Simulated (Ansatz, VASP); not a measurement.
Ru in VASP and in Ansatz

INCAR

```
SYSTEM = Ru
  PREC = Accurate
  ENCUT = 520
  EDIFF = 1E-6
  ISMEAR = 0
  SIGMA = 0.15
  LREAL = .False.
  LASPH = .True.
  NELM = 100
  ALGO = Fast
  ISIF = 2
  LWAVE = .False.
  LCHARG = .False.
  GGA = PE
  NBANDS = 21
```

KPOINTS

```
Automatic mesh
0
Gamma
  18 18 10
  0 0 0
```

File POSCAR:

```
Ru
1.0
    2.7197977385      0.0000000000      0.0000000000
   -1.3598988693      2.3554139347      0.0000000000
    0.0000000000      0.0000000000      4.2966597850
Ru
2
Direct
    0.3333333333      0.6666666667      0.2500000000
    0.6666666667      0.3333333333      0.7500000000
```

Input for Ansatz:

```yaml
crystal:
  lattice:
    - [2.7197977385, 0.0, 0.0]
    - [-1.3598988693, 2.3554139347, 0.0]
    - [0.0, 0.0, 4.296659785]
  atoms:
    - { symbol: Ru, position: [0.3333333333, 0.6666666667, 0.25] }
    - { symbol: Ru, position: [0.6666666667, 0.3333333333, 0.75] }
basis:
  ecutwfc: 420
kpoints:
  mp_grid: { grid: [18, 18, 10] }
hamiltonian:
  xc: pbe
  pseudopotentials: { kind: paw, azcp: { folder: soft_1 } }
scf:
  occupations: { method: gaussian, width: 0.15 }
output:
  forces: true
  stress: true
  eigenvalues: true
```

Alike in both runs: task single point; functional PBE; k mesh 18 × 18 × 10; occupations gaussian, width 0.15 eV; no spin polarisation.

|  | VASP | Ansatz |
| --- | --- | --- |
| version | VASP 6.6.1 | Ansatz 0.2.0 |
| potentials or method | VASP PAW PBE potentials, release 64 (Ru_pv), cutoff 520 eV | scalar-relativistic, plane waves, PAW |
| valence electrons in the cell | 28 | 32 |

|  | VASP | Ansatz | Ansatz less VASP |
| --- | --- | --- | --- |
| gap on the k mesh at the Fermi level (eV) | none | none | - |
| pressure (GPa) | 0.0 | 0.1 | +0.07 |
| traceless stress, the component that is largest in VASP (GPa) | -0.05 | -0.05 | -0.007 |

A gap of «none» marks a metal or a gap that the smearing closes. With one functional, cell and mesh, what is left measures potentials, basis and numerics. VASP's potentials hold 28 valence electrons a cell and Ansatz's 32, so a difference there can come from the potentials and not from the codes.
